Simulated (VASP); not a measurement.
# Pd (P6_3/mmc) in VASP: further runs

Pd is run at these levels: PBE; tasks: single point.

All numbers are computed with VASP 6.6.1; they aren't measurements. Logs are shortened: lines on timing, memory, paths and dates and some standing lists are left out, and cuts for length are marked.

### 1 The cell of the first run

The structure is hexagonal, space group P6_3/mmc (No. 194). The conventional cell has a = 2.770 Å, b = 2.770 Å, c = 4.632 Å, α = 90.00°, β = 90.00°, γ = 120.00°. Pd (site symmetry -6m2) has 12 Pd at 2.77 to 2.81 Å within 3.7 Å.

### 2 Single point, PBE

The input, INCAR:

```
SYSTEM = Pd
  PREC = Accurate
  ENCUT = 500
  EDIFF = 1E-6
  ISMEAR = -1
  SIGMA = 0.05
  LREAL = .False.
  LASPH = .True.
  NELM = 120
  ALGO = Normal
  ISIF = 2
  LWAVE = .False.
  LCHARG = .False.
  GGA = PE
  NBANDS = 17
  GGA_COMPAT = .False.
```

The input, KPOINTS:

```
regular mesh
0
Gamma
  9 9 5
  0 0 0
```

The input, POSCAR:

```
Pd
1.0
    2.7703476680      0.0000000000      0.0000000000
   -1.3851738340      2.3991914578      0.0000000000
    0.0000000000      0.0000000000      4.6322964154
Pd
2
Direct
    0.3333333333      0.6666666667      0.2500000000
    0.6666666667      0.3333333333      0.7500000000
```

Potentials or basis: VASP PAW PBE potentials, release 64 (Pd).

Command:

```bash
> cat potpaw_PBE.64/Pd/POTCAR > POTCAR
> mpirun -np 1 vasp_std > vasp.out
```

OUTCAR:

```text
SYSTEM = Pd
   PREC = Accurate
   ENCUT = 500
   EDIFF = 1E-6
   ISMEAR = -1
   LREAL = .False.
   LASPH = .True.
   NELM = 120
   ISIF = 2
   GGA = PE

 ion  position               nearest neighbor table
   1  0.333  0.667  0.250-   2 2.81   2 2.81   2 2.81   2 2.81   2 2.81   2 2.81
   2  0.667  0.333  0.750-   1 2.81   1 2.81   1 2.81   1 2.81   1 2.81   1 2.81

  LATTYP: Found a hexagonal cell.
 ALAT       =     2.7703476680
 C/A-ratio  =     1.6720993069

  Lattice vectors:

 A1 = (   2.7703476680,   0.0000000000,   0.0000000000)
 A2 = (  -1.3851738340,   2.3991914578,   0.0000000000)
 A3 = (   0.0000000000,   0.0000000000,   4.6322964154)

Analysis of symmetry for initial positions (statically):
=====================================================================
 Subroutine PRICEL returns:
 Original cell was already a primitive cell.

 Routine SETGRP: Setting up the symmetry group for a
 hexagonal supercell.

 Subroutine GETGRP returns: Found 24 space group operations
 (whereof 12 operations were pure point group operations)
 out of a pool of 24 trial point group operations.

The static configuration has the point symmetry D_3d.
 The point group associated with its full space group is D_6h.

Analysis of symmetry for dynamics (positions and initial velocities):
=====================================================================
 Subroutine PRICEL returns:
 Original cell was already a primitive cell.

 Routine SETGRP: Setting up the symmetry group for a
 hexagonal supercell.

 Subroutine GETGRP returns: Found 24 space group operations
 (whereof 12 operations were pure point group operations)
 out of a pool of 24 trial point group operations.

The dynamic configuration has the point symmetry D_3d.
 The point group associated with its full space group is D_6h.

 Subroutine INISYM returns: Found 24 space group operations
 (whereof 12 operations are pure point group operations),
 and found     1 'primitive' translations

----------------------------------------------------------------------------------------

                                     Primitive cell

  volume of cell :      30.7890

  direct lattice vectors                    reciprocal lattice vectors
     2.770347668  0.000000000  0.000000000     0.360965525  0.208403543  0.000000000
    -1.385173834  2.399191458  0.000000000     0.000000000  0.416807086  0.000000000
     0.000000000  0.000000000  4.632296415     0.000000000  0.000000000  0.215875650

  length of vectors
     2.770347668  2.770347668  4.632296415     0.416807086  0.416807086  0.215875650

  position of ions in fractional coordinates (direct lattice)
     0.333333333  0.666666667  0.250000000
     0.666666667  0.333333333  0.750000000

  ion indices of the primitive-cell ions
   primitive index   ion index
                 1           1
                 2           2

----------------------------------------------------------------------------------------

 KPOINTS: regular mesh

Automatic generation of k-mesh.
 Grid dimensions read from file:
 generate k-points for:    9    9    5

 Generating k-lattice:

  Cartesian coordinates                     Fractional coordinates (reciprocal lattice)
     0.040107281  0.023155949  0.000000000     0.111111111  0.000000000  0.000000000
     0.000000000  0.046311898  0.000000000     0.000000000  0.111111111  0.000000000
     0.000000000  0.000000000  0.043175130     0.000000000  0.000000000  0.200000000

  Length of vectors
     0.046311898  0.046311898  0.043175130

  Shift w.r.t. Gamma in fractional coordinates (k-lattice)
     0.000000000  0.000000000  0.000000000

 Subroutine IBZKPT returns following result:
 ===========================================

 Found     36 irreducible k-points:

 Following reciprocal coordinates:
            Coordinates               Weight
  0.000000  0.000000  0.000000      1.000000
  0.111111  0.000000  0.000000      6.000000
  0.222222 -0.000000  0.000000      6.000000
  0.333333  0.000000  0.000000      6.000000
  0.444444 -0.000000  0.000000      6.000000
  0.111111  0.111111  0.000000      6.000000
[... 16 lines left out ...]
  0.333333  0.222222  0.200000     24.000000
  0.333333  0.333333  0.200000      4.000000
 [... further k-points ...]
   k-points           NKPTS =     36   k-points in BZ     NKDIM =     36   number of bands    NBANDS=     17
   number of dos      NEDOS =    301   number of ions     NIONS =      2
   total plane-waves  NPLWV =  14400
   dimension x,y,z NGX =    20 NGY =   20 NGZ =   36
   dimension x,y,z NGXF=    40 NGYF=   40 NGZF=   72
   ions per type =               2
   NGX,Y,Z   is equivalent  to a cutoff of  12.00, 12.00, 12.92 a.u.
   NGXF,Y,Z  is equivalent  to a cutoff of  24.00, 24.00, 25.84 a.u.
 SYSTEM =  Pd
   PREC   = accura    normal or accurate (medium, high low for compatibility)
   ISTART =      0    job   : 0-new  1-cont  2-samecut
   ICHARG =      2    charge: 1-file 2-atom 10-const
   ISPIN  =      1    spin polarized calculation?
   LNONCOLLINEAR =      F non collinear calculations
   LSORBIT =      F    spin-orbit coupling
   LASPH  =      T    aspherical Exc in radial PAW
   ENCUT  =  500.0 eV  36.75 Ry    6.06 a.u.   5.05  5.05  8.45*2*pi/ulx,y,z
   NELM   =    120;   NELMIN=  2; NELMDL= -5     # of ELM steps
   EDIFF  = 0.1E-05   stopping-criterion for ELM
   LREAL  =      F    real-space projection
   EDIFFG = 0.1E-04   stopping-criterion for IOM
   NSW    =      0    number of steps for IOM
   IBRION =     -1    ionic relax: 0-MD 1-quasi-New 2-CG
   NFREE  =      0    steps in history (QN), initial steepest desc. (CG)
   ISIF   =      2    stress and relaxation
   ISYM   =      2    0-nonsym 1-usesym 2-fastsym
   POTIM  = 0.5000    time-step for ionic-motion
   TEBEG  =    0.0;   TEEND  =   0.0 temperature during run
   PSTRESS=    0.0 pullay stress
   NELECT =      20.0000    total number of electrons
   NUPDOWN=      -1.0000    fix difference up-down
   EMIN   =  10.00;   EMAX   =-10.00  energy-range for DOS
   EFERMI =   0.00;   METHOD = LEGACY
   ISMEAR =    -1;   SIGMA  =   0.05  broadening in eV -4-tet -1-fermi 0-gaus
   EFERMI_NEDOS =   21; number of points for ismear=-14 and -15
   IALGO  =     38    algorithm
   IMIX   =      4    mixing-type and parameters
     AMIX     =   0.40;   BMIX     =  1.00
     AMIX_MAG =   1.60;   BMIX_MAG =  1.00
  volume/ion in A,a.u.               =      15.39       103.89
  Fermi-wavevector in a.u.,A,eV,Ry     =   1.417815  2.679282 27.350434  2.010200
  Thomas-Fermi vector in A             =   2.539006
   LORBIT       =      0    0 simple, 1 ext, 2 COOP (PROOUT), +10 PAW based schemes
   GGA     = PE    functional components
   LHFCALC =     F    Hartree Fock is set to
   AEXX    =    0.0000 exact exchange contribution
   IVDW    =     0    specifies the selected vdW correction
   LEPSILON=     F    determine dielectric tensor
   LRPA    =     F    only Hartree local field effects (RPA)
 non-spin polarized calculation
  energy-cutoff  :      500.00
  volume of cell :       30.79
 maximum number of plane-waves:       801
   NGX = 11   NGY = 11   NGZ = 17

 number of electron      20.0000006 magnetization

 Free energy of the ion-electron system (eV)
  ---------------------------------------------------
  ext. energy  EPLUGINS =         0.00000000
  ---------------------------------------------------
  free energy    TOTEN  =       -10.38618013 eV

  energy without entropy =      -10.33457197  energy(sigma->0) =      -10.36037605

 E-fermi :   9.0782     XC(G=0): -12.9185

 val. band max:        9.0723131465   @ k =   0.2222   0.2222   0.2000
 cond. band min:       9.0873620294   @ k =   0.4444  -0.0000   0.0000
 fundamental gap:      0.0150488829
 Fermi energy:         9.0781971767

 k-point     1 :       0.0000    0.0000    0.0000
  band No.  band energies     occupation
      1       2.2643      2.00000
      2       4.0900      2.00000
      3       6.2988      2.00000
      4       6.5133      2.00000
      5       6.5133      2.00000
      6       6.8377      2.00000
[... 9 lines left out ...]
     16      28.5675      0.00000
     17      31.0342      0.00000

 k-point     2 :       0.1111    0.0000    0.0000
  band No.  band energies     occupation
      1       2.6494      2.00000
      2       4.3554      2.00000
      3       6.1095      2.00000
      4       6.6323      2.00000
      5       6.7675      2.00000
      6       6.7713      2.00000
[... 9 lines left out ...]
     16      28.1156      0.00000
     17      28.9755      0.00000

 k-point     3 :       0.2222   -0.0000    0.0000
  band No.  band energies     occupation
      1       3.6320      2.00000
      2       4.7724      2.00000
      3       5.9435      2.00000
      4       6.0902      2.00000
      5       6.4518      2.00000
      6       7.0531      2.00000
[... 9 lines left out ...]
     16      27.4018      0.00000
     17      28.0678      0.00000

 k-point     4 :       0.3333    0.0000    0.0000
  band No.  band energies     occupation
      1       4.3810      2.00000
      2       4.6277      2.00000
      3       5.1996      2.00000
      4       6.4974      2.00000
      5       6.6950      2.00000
      6       6.7424      2.00000
[... 9 lines left out ...]
     16      24.9328      0.00000
     17      25.9435      0.00000
[... 343 lines left out ...]
      1       4.9593      2.00000
      2       5.0870      2.00000
      3       5.4097      2.00000
      4       5.6515      2.00000
      5       6.6353      2.00000
      6       6.6410      2.00000
[... 9 lines left out ...]
     16      24.0088      0.00000
     17      24.1203      0.00000

 k-point    23 :       0.3333    0.2222    0.2000
  band No.  band energies     occupation
      1       4.7541      2.00000
      2       5.1758      2.00000
      3       5.5049      2.00000
      4       5.7524      2.00000
      5       6.2863      2.00000
      6       6.9201      2.00000
[... 9 lines left out ...]
     16      22.8244      0.00000
     17      23.5570      0.00000

 k-point    24 :       0.3333    0.3333    0.2000
  band No.  band energies     occupation
      1       5.0030      2.00000
      2       5.4216      2.00000
      3       5.4216      2.00000
      4       5.8988      2.00000
      5       6.4021      2.00000
      6       6.4021      2.00000
[... 9 lines left out ...]
     16      20.1286      0.00000
     17      25.2953      0.00000

 [... further k-points ...]
[... 5 lines left out ...]
  --------------------------------------------------------------------------------------
  -------------------------------------------------------------------------------------
  Total       -0.0279207     -0.0279207     -0.0376137      0.0000000     -0.0000000      0.0000000
  in kB       -1.4529199     -1.4529199     -1.9573146      0.0000000     -0.0000000      0.0000000
  external PRESSURE =      -1.6210515 kB  Pullay stress =       0.0000000 kB

 VOLUME and BASIS-vectors are now :
 -----------------------------------------------------------------------------
  energy-cutoff  :      500.00
  volume of cell :       30.79
      direct lattice vectors                 reciprocal lattice vectors
     2.770347668  0.000000000  0.000000000     0.360965525  0.208403543  0.000000000
    -1.385173834  2.399191458  0.000000000     0.000000000  0.416807086  0.000000000
     0.000000000  0.000000000  4.632296415     0.000000000  0.000000000  0.215875650

 POSITION                                       TOTAL-FORCE (eV/Angst)
 -----------------------------------------------------------------------------------
     -0.00000      1.59946      1.15807         0.000000     -0.000000      0.000000
      1.38517      0.79973      3.47422        -0.000000      0.000000      0.000000
 -----------------------------------------------------------------------------------
    total drift:                               -0.000000      0.000000     -0.000000

  FREE ENERGIE OF THE ION-ELECTRON SYSTEM (eV)
  ---------------------------------------------------
  free  energy   TOTEN  =       -10.3861801276 eV

  energy  without entropy=      -10.3345719721  energy(sigma->0) =      -10.36037605
```

Wall time 8.9 s (1 thread of Intel Xeon Platinum 8559C (Emerald Rapids), shared host); peak memory 0.14 GiB.

What came out:

| Quantity | Value |
| --- | --- |
| Free energy | -10.3862 eV |
| Pressure | -0.2 GPa |
| Band gap on the k mesh | zero (band 10 reaches 9.21 eV, above the bottom of band 11 at 8.58 eV) |

### 3 Single point, PBE

This run uses another cell than the first one, of 15.63 Å³/atom, 1.015 times its volume.

The input, INCAR:

```
ALGO = Normal ; EDIFF = 1E-6
ENCUT = 500 ; GGA = PE
GGA_COMPAT = False ; ISIF = 2
ISMEAR = -1 ; LASPH = True
LCHARG = False ; LREAL = False
LWAVE = False ; NBANDS = 17
NELM = 120 ; PREC = Accurate
SIGMA = 0.05
```

The input, KPOINTS:

```
k-points
0
Gamma
  9 9 5
```

The input, POSCAR:

```
Pd
1.0
    2.7841307191      0.0000000000      0.0000000000
   -1.3920653596      2.4111279302      0.0000000000
    0.0000000000      0.0000000000      4.6553430456
Pd
2
Direct
    0.3333333333      0.6666666667      0.2500000000
    0.6666666667      0.3333333333      0.7500000000
```

Potentials or basis: VASP PAW PBE potentials, release 64 (Pd).

Command:

```bash
> cat potpaw_PBE.64/Pd/POTCAR > POTCAR
> mpirun -np 1 vasp_std > vasp.out
```

OUTCAR:

```text
EDIFF = 1E-6
   ENCUT = 500
   GGA = PE
   ISIF = 2
   ISMEAR = -1
   LASPH = True
   LREAL = False
   NELM = 120
   PREC = Accurate

 ion  position               nearest neighbor table
   1  0.333  0.667  0.250-   2 2.83   2 2.83   2 2.83   2 2.83   2 2.83   2 2.83
   2  0.667  0.333  0.750-   1 2.83   1 2.83   1 2.83   1 2.83   1 2.83   1 2.83

  LATTYP: Found a hexagonal cell.
 ALAT       =     2.7841307191
 C/A-ratio  =     1.6720993069

  Lattice vectors:

 A1 = (   2.7841307191,   0.0000000000,   0.0000000000)
 A2 = (  -1.3920653596,   2.4111279302,   0.0000000000)
 A3 = (   0.0000000000,   0.0000000000,   4.6553430456)

Analysis of symmetry for initial positions (statically):
=====================================================================
 Subroutine PRICEL returns:
 Original cell was already a primitive cell.

 Routine SETGRP: Setting up the symmetry group for a
 hexagonal supercell.

 Subroutine GETGRP returns: Found 24 space group operations
 (whereof 12 operations were pure point group operations)
[... 158 lines left out ...]
  ---------------------------------------------------
  ext. energy  EPLUGINS =         0.00000000
  ---------------------------------------------------
  free energy    TOTEN  =       -10.38239384 eV

  energy without entropy =      -10.33019279  energy(sigma->0) =      -10.35629332

 E-fermi :   8.8408     XC(G=0): -12.8268

 val. band max:        8.8342370136   @ k =   0.2222   0.2222   0.2000
 cond. band min:       8.8479433401   @ k =   0.4444   0.0000   0.0000
 fundamental gap:      0.0137063266
 Fermi energy:         8.8408293458

 k-point     1 :       0.0000    0.0000    0.0000
  band No.  band energies     occupation
      1       2.1378      2.00000
      2       3.9614      2.00000
      3       6.1277      2.00000
      4       6.3376      2.00000
      5       6.3376      2.00000
      6       6.6537      2.00000
[... 457 lines left out ...]
      4       5.7397      2.00000
      5       6.2304      2.00000
      6       6.2304      2.00000
[... 9 lines left out ...]
     16      19.7837      0.00000
     17      24.9140      0.00000

 [... further k-points ...]
[... 5 lines left out ...]
  --------------------------------------------------------------------------------------
  -------------------------------------------------------------------------------------
  Total       -0.4883395     -0.4883395     -0.4948702      0.0000000      0.0000000      0.0000000
  in kB      -25.0363403    -25.0363403    -25.3711594      0.0000000      0.0000000      0.0000000
  external PRESSURE =     -25.1479467 kB  Pullay stress =       0.0000000 kB

 VOLUME and BASIS-vectors are now :
 -----------------------------------------------------------------------------
  energy-cutoff  :      500.00
  volume of cell :       31.25
      direct lattice vectors                 reciprocal lattice vectors
     2.784130719  0.000000000  0.000000000     0.359178538  0.207371825  0.000000000
    -1.392065360  2.411127930  0.000000000     0.000000000  0.414743651  0.000000000
     0.000000000  0.000000000  4.655343046     0.000000000  0.000000000  0.214806941

 POSITION                                       TOTAL-FORCE (eV/Angst)
 -----------------------------------------------------------------------------------
     -0.00000      1.60742      1.16384        -0.000000      0.000000      0.000000
      1.39207      0.80371      3.49151         0.000000     -0.000000      0.000000
 -----------------------------------------------------------------------------------
    total drift:                               -0.000000      0.000000     -0.000000

  FREE ENERGIE OF THE ION-ELECTRON SYSTEM (eV)
  ---------------------------------------------------
  free  energy   TOTEN  =       -10.3823938450 eV

  energy  without entropy=      -10.3301927862  energy(sigma->0) =      -10.35629332
```

OSZICAR:

```text
N       E                     dE             d eps       ncg     rms          rms(c)
DAV:   1     0.104853030196E+03    0.10485E+03   -0.10218E+04  1224   0.112E+03
DAV:   2    -0.915473288831E+01   -0.11401E+03   -0.10777E+03  1263   0.247E+02
DAV:   3    -0.108986772123E+02   -0.17439E+01   -0.17171E+01  1495   0.335E+01
DAV:   4    -0.109101973897E+02   -0.11520E-01   -0.11518E-01  1447   0.261E+00
DAV:   5    -0.109103712437E+02   -0.17385E-03   -0.17385E-03  1495   0.346E-01    0.939E+00
DAV:   6    -0.104030524998E+02    0.50732E+00   -0.11465E+00  1299   0.111E+01    0.463E+00
DAV:   7    -0.103877133146E+02    0.15339E-01   -0.82143E-03  1377   0.782E-01    0.241E+00
DAV:   8    -0.103823801604E+02    0.53332E-02   -0.13643E-03  1317   0.263E-01    0.558E-02
DAV:   9    -0.103823862587E+02   -0.60983E-05   -0.20425E-05  1564   0.352E-02    0.165E-02
DAV:  10    -0.103823944220E+02   -0.81633E-05   -0.35163E-06  1373   0.165E-02    0.469E-03
DAV:  11    -0.103823938450E+02    0.57701E-06   -0.72298E-08   702   0.266E-03
   1 F= -.10382394E+02 E0= -.10356293E+02  d E =-.522011E-01
```

stdout:

```text
POSCAR found type information on POSCAR Pd
 POSCAR found :  1 types and       2 ions
 scaLAPACK will be used
 LDA part: xc-table for (Slater+PW92), standard interpolation
 POSCAR, INCAR and KPOINTS ok, starting setup
 FFT: planning ... GRIDC
 FFT: planning ... GRID_SOFT
 FFT: planning ... GRID
 WAVECAR not read
 entering main loop
```

Run time: 11 s. Hardware: 1 thread of Intel Xeon Platinum 8559C (Emerald Rapids), shared host; peak memory 0.14 GiB.

Results:

| Quantity | Value |
| --- | --- |
| Free energy | -10.3824 eV |
| Pressure | -2.5 GPa |
| Band gap on the k mesh | zero (band 10 reaches 8.97 eV, above the bottom of band 11 at 8.36 eV) |
